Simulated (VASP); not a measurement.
# MgO (Fm-3m) in VASP: single point with PBE

Aim: the single point of MgO with PBE.

Program: VASP 6.6.1. These are calculated values, not measurements. Logs are shortened: lines on timing, memory, paths and dates and some standing lists are left out, and cuts for length are marked.

### 1 The cell of the first run

The structure is cubic, space group Fm-3m (No. 225). The conventional cell has a = 4.396 Å, b = 4.396 Å, c = 4.396 Å, α = 90.00°, β = 90.00°, γ = 90.00°. Within 2.9 Å of Mg (site symmetry m-3m) lie 6 O at 2.20 Å. Within 2.9 Å of O (site symmetry m-3m) lie 6 Mg at 2.20 Å.

### 2 Single point, PBE

Contents of INCAR:

```
PREC = Accurate
ENCUT = 840
EDIFF = 1E-6
ISMEAR = -1
SIGMA = 0.1
LREAL = F
LASPH = T
NELM = 120
ALGO = Normal
ISIF = 2
LWAVE = F
LCHARG = F
GGA = PE
NBANDS = 15
GGA_COMPAT = F
```

Contents of KPOINTS:

```
Automatic mesh
0
Gamma
  7 7 7
```

Contents of POSCAR:

```
MgO
1.0
    0.0000000000      2.1980000000      2.1980000000
    2.1980000000      0.0000000000      2.1980000000
    2.1980000000      2.1980000000      0.0000000000
Mg O
1 1
Direct
    0.0000000000      0.0000000000      0.0000000000
    0.5000000000      0.5000000000      0.5000000000
```

Potentials or basis: VASP PAW PBE potentials, release 64 (Mg_sv, O).

Launch:

```sh
cat potpaw_PBE.64/Mg_sv/POTCAR potpaw_PBE.64/O/POTCAR > POTCAR
mpirun -np 1 vasp_std > vasp.out
```

OUTCAR:

```text
PREC = Accurate
   ENCUT = 840
   EDIFF = 1E-6
   ISMEAR = -1
   LREAL = F
   LASPH = T
   NELM = 120
   ISIF = 2
   GGA = PE

 ion  position               nearest neighbor table
   1  0.000  0.000  0.000-
   2  0.500  0.500  0.500-

  LATTYP: Found a face centered cubic cell.
 ALAT       =     4.3960000000

  Lattice vectors:

 A1 = (   0.0000000000,   2.1980000000,   2.1980000000)
 A2 = (   2.1980000000,   0.0000000000,   2.1980000000)
 A3 = (   2.1980000000,   2.1980000000,   0.0000000000)

Analysis of symmetry for initial positions (statically):
=====================================================================
 Subroutine PRICEL returns:
 Original cell was already a primitive cell.

 Routine SETGRP: Setting up the symmetry group for a
 face centered cubic supercell.

 Subroutine GETGRP returns: Found 48 space group operations
 (whereof 48 operations were pure point group operations)
 out of a pool of 48 trial point group operations.

The static configuration has the point symmetry O_h .

Analysis of symmetry for dynamics (positions and initial velocities):
=====================================================================
 Subroutine PRICEL returns:
 Original cell was already a primitive cell.

 Routine SETGRP: Setting up the symmetry group for a
 face centered cubic supercell.

 Subroutine GETGRP returns: Found 48 space group operations
 (whereof 48 operations were pure point group operations)
 out of a pool of 48 trial point group operations.

The dynamic configuration has the point symmetry O_h .

 Subroutine INISYM returns: Found 48 space group operations
 (whereof 48 operations are pure point group operations),
 and found     1 'primitive' translations

----------------------------------------------------------------------------------------

                                     Primitive cell

  volume of cell :      21.2380

  direct lattice vectors                    reciprocal lattice vectors
     0.000000000  2.198000000  2.198000000    -0.227479527  0.227479527  0.227479527
     2.198000000  0.000000000  2.198000000     0.227479527 -0.227479527  0.227479527
     2.198000000  2.198000000  0.000000000     0.227479527  0.227479527 -0.227479527

  length of vectors
     3.108441410  3.108441410  3.108441410     0.394006098  0.394006098  0.394006098

  position of ions in fractional coordinates (direct lattice)
     0.000000000  0.000000000  0.000000000
     0.500000000  0.500000000  0.500000000

  ion indices of the primitive-cell ions
   primitive index   ion index
                 1           1
                 2           2

----------------------------------------------------------------------------------------

 KPOINTS: Automatic mesh

Automatic generation of k-mesh.
 Grid dimensions read from file:
 generate k-points for:    7    7    7

 Generating k-lattice:

  Cartesian coordinates                     Fractional coordinates (reciprocal lattice)
    -0.032497075  0.032497075  0.032497075     0.142857143  0.000000000  0.000000000
     0.032497075 -0.032497075  0.032497075     0.000000000  0.142857143  0.000000000
     0.032497075  0.032497075 -0.032497075     0.000000000  0.000000000  0.142857143

  Length of vectors
     0.056286585  0.056286585  0.056286585

  Shift w.r.t. Gamma in fractional coordinates (k-lattice)
     0.000000000  0.000000000  0.000000000

 Subroutine IBZKPT returns following result:
 ===========================================

 Found     20 irreducible k-points:

 Following reciprocal coordinates:
            Coordinates               Weight
  0.000000  0.000000  0.000000      1.000000
  0.142857  0.000000  0.000000      8.000000
  0.285714  0.000000  0.000000      8.000000
  0.428571  0.000000  0.000000      8.000000
  0.142857  0.142857  0.000000      6.000000
  0.285714  0.142857  0.000000     24.000000
[... 12 lines left out ...]
 -0.428571  0.428571  0.142857     24.000000
 -0.285714  0.428571  0.142857     24.000000
   k-points           NKPTS =     20   k-points in BZ     NKDIM =     20   number of bands    NBANDS=     15
   number of dos      NEDOS =    301   number of ions     NIONS =      2
   total plane-waves  NPLWV =  27000
   dimension x,y,z NGX =    30 NGY =   30 NGZ =   30
   dimension x,y,z NGXF=    60 NGYF=   60 NGZF=   60
   ions per type =               1   1
   NGX,Y,Z   is equivalent  to a cutoff of  16.04, 16.04, 16.04 a.u.
   NGXF,Y,Z  is equivalent  to a cutoff of  32.09, 32.09, 32.09 a.u.
 SYSTEM =  unknown system
   PREC   = accura    normal or accurate (medium, high low for compatibility)
   ISTART =      0    job   : 0-new  1-cont  2-samecut
   ICHARG =      2    charge: 1-file 2-atom 10-const
   ISPIN  =      1    spin polarized calculation?
   LNONCOLLINEAR =      F non collinear calculations
   LSORBIT =      F    spin-orbit coupling
   LASPH  =      T    aspherical Exc in radial PAW
   ENCUT  =  840.0 eV  61.74 Ry    7.86 a.u.   7.35  7.35  7.35*2*pi/ulx,y,z
   NELM   =    120;   NELMIN=  2; NELMDL= -5     # of ELM steps
   EDIFF  = 0.1E-05   stopping-criterion for ELM
   LREAL  =      F    real-space projection
   EDIFFG = 0.1E-04   stopping-criterion for IOM
   NSW    =      0    number of steps for IOM
   IBRION =     -1    ionic relax: 0-MD 1-quasi-New 2-CG
   NFREE  =      0    steps in history (QN), initial steepest desc. (CG)
   ISIF   =      2    stress and relaxation
   ISYM   =      2    0-nonsym 1-usesym 2-fastsym
   POTIM  = 0.5000    time-step for ionic-motion
   TEBEG  =    0.0;   TEEND  =   0.0 temperature during run
   PSTRESS=    0.0 pullay stress
   NELECT =      16.0000    total number of electrons
   NUPDOWN=      -1.0000    fix difference up-down
   EMIN   =  10.00;   EMAX   =-10.00  energy-range for DOS
   EFERMI =   0.00;   METHOD = LEGACY
   ISMEAR =    -1;   SIGMA  =   0.10  broadening in eV -4-tet -1-fermi 0-gaus
   EFERMI_NEDOS =   21; number of points for ismear=-14 and -15
   IALGO  =     38    algorithm
   IMIX   =      4    mixing-type and parameters
     AMIX     =   0.40;   BMIX     =  1.00
     AMIX_MAG =   1.60;   BMIX_MAG =  1.00
  volume/ion in A,a.u.               =      10.62        71.66
  Fermi-wavevector in a.u.,A,eV,Ry     =   1.489626  2.814984 30.191118  2.218985
  Thomas-Fermi vector in A             =   2.602510
   LORBIT       =      0    0 simple, 1 ext, 2 COOP (PROOUT), +10 PAW based schemes
   GGA     = PE    functional components
   LHFCALC =     F    Hartree Fock is set to
   AEXX    =    0.0000 exact exchange contribution
   IVDW    =     0    specifies the selected vdW correction
   LEPSILON=     F    determine dielectric tensor
   LRPA    =     F    only Hartree local field effects (RPA)
 non-spin polarized calculation
  energy-cutoff  :      840.00
  volume of cell :       21.24
 maximum number of plane-waves:      1211
 NGX is ok and might be reduce to    30
   NGX = 15   NGY = 15   NGZ = 15

 number of electron      16.0000007 magnetization

 Free energy of the ion-electron system (eV)
  ---------------------------------------------------
  ext. energy  EPLUGINS =         0.00000000
  ---------------------------------------------------
  free energy    TOTEN  =       -11.80912411 eV

  energy without entropy =      -11.80912411  energy(sigma->0) =      -11.80912411

 E-fermi :   3.9824     XC(G=0): -10.7633

 val. band max:        2.0559095119   @ k =   0.0000   0.0000   0.0000
 cond. band min:       5.6481860123   @ k =   0.0000   0.0000   0.0000
 fundamental gap:      3.5922765004
 Fermi energy:         3.9823906999

 k-point     1 :       0.0000    0.0000    0.0000
  band No.  band energies     occupation
      1     -70.6840      2.00000
      2     -37.4208      2.00000
      3     -37.4208      2.00000
      4     -37.4208      2.00000
      5     -14.5917      2.00000
      6       2.0559      2.00000
      7       2.0559      2.00000
      8       2.0559      2.00000
      9       5.6482      0.00000
     10      17.1278      0.00000
     11      17.1278      0.00000
     12      17.1278      0.00000
     13      20.7170      0.00000
     14      22.3566      0.00000
     15      22.3566      0.00000

 k-point     2 :       0.1429    0.0000    0.0000
  band No.  band energies     occupation
      1     -70.6830      2.00000
      2     -37.4303      2.00000
      3     -37.4219      2.00000
      4     -37.4219      2.00000
      5     -14.4216      2.00000
      6       0.9332      2.00000
      7       1.9503      2.00000
      8       1.9503      2.00000
      9       6.7899      0.00000
     10      15.1940      0.00000
     11      17.4764      0.00000
     12      17.4764      0.00000
     13      21.0275      0.00000
     14      21.0275      0.00000
     15      22.4965      0.00000

 k-point     3 :       0.2857    0.0000    0.0000
  band No.  band energies     occupation
      1     -70.6808      2.00000
      2     -37.4516      2.00000
      3     -37.4242      2.00000
      4     -37.4242      2.00000
      5     -14.0098      2.00000
      6      -0.7657      2.00000
      7       1.7248      2.00000
      8       1.7248      2.00000
      9       8.3950      0.00000
     10      13.5495      0.00000
     11      17.5878      0.00000
     12      17.5878      0.00000
     13      21.0862      0.00000
     14      21.0862      0.00000
     15      21.8470      0.00000
[... 271 lines left out ...]
 k-point    19 :      -0.4286    0.4286    0.1429
  band No.  band energies     occupation
      1     -70.6779      2.00000
      2     -37.4591      2.00000
      3     -37.4422      2.00000
      4     -37.4371      2.00000
      5     -13.4180      2.00000
      6      -1.1642      2.00000
      7       0.3576      2.00000
      8       0.7704      2.00000
      9      11.6123      0.00000
     10      11.9328      0.00000
     11      13.5933      0.00000
     12      17.4735      0.00000
     13      20.0493      0.00000
     14      25.0207      0.00000
     15      26.7746      0.00000

 k-point    20 :      -0.2857    0.4286    0.1429
  band No.  band energies     occupation
      1     -70.6777      2.00000
      2     -37.4530      2.00000
      3     -37.4511      2.00000
      4     -37.4362      2.00000
      5     -13.3746      2.00000
      6      -0.6691      2.00000
      7      -0.5069      2.00000
      8       0.7983      2.00000
      9      12.2045      0.00000
     10      12.7925      0.00000
     11      13.1247      0.00000
     12      16.6502      0.00000
     13      21.0035      0.00000
     14      23.3134      0.00000
     15      26.8398      0.00000

------------------------ aborting loop because EDIFF is reached ----------------------------------------

  FORCE on cell =-STRESS in cart. coord.  units (eV):
  Direction    XX          YY          ZZ          XY          YZ          ZX
  --------------------------------------------------------------------------------------
  -------------------------------------------------------------------------------------
  Total       -1.6063372     -1.6063372     -1.6063372      0.0000000      0.0000000      0.0000000
  in kB     -121.1809189   -121.1809189   -121.1809189      0.0000000      0.0000000      0.0000000
  external PRESSURE =    -121.1809189 kB  Pullay stress =       0.0000000 kB

 VOLUME and BASIS-vectors are now :
 -----------------------------------------------------------------------------
  energy-cutoff  :      840.00
  volume of cell :       21.24
      direct lattice vectors                 reciprocal lattice vectors
     0.000000000  2.198000000  2.198000000    -0.227479527  0.227479527  0.227479527
     2.198000000  0.000000000  2.198000000     0.227479527 -0.227479527  0.227479527
     2.198000000  2.198000000  0.000000000     0.227479527  0.227479527 -0.227479527

 POSITION                                       TOTAL-FORCE (eV/Angst)
 -----------------------------------------------------------------------------------
      0.00000      0.00000      0.00000         0.000000      0.000000      0.000000
      2.19800      2.19800      2.19800        -0.000000      0.000000     -0.000000
 -----------------------------------------------------------------------------------
    total drift:                                0.000000      0.000000      0.000000

  FREE ENERGIE OF THE ION-ELECTRON SYSTEM (eV)
  ---------------------------------------------------
  free  energy   TOTEN  =       -11.8091241111 eV

  energy  without entropy=      -11.8091241098  energy(sigma->0) =      -11.80912411
```

It took 16 s on 1 thread of AMD EPYC 7R43 (Zen 3), shared host; peak memory 0.12 GiB.

Results:

```yaml
Free_energy: -11.8091 eV
Pressure: -12.1 GPa
Band_gap_on_the_k_mesh: 3.59 eV
```

Caveat: the cell stands under tension. PBE gaps usually lie below the measured ones, often by a third to a half.
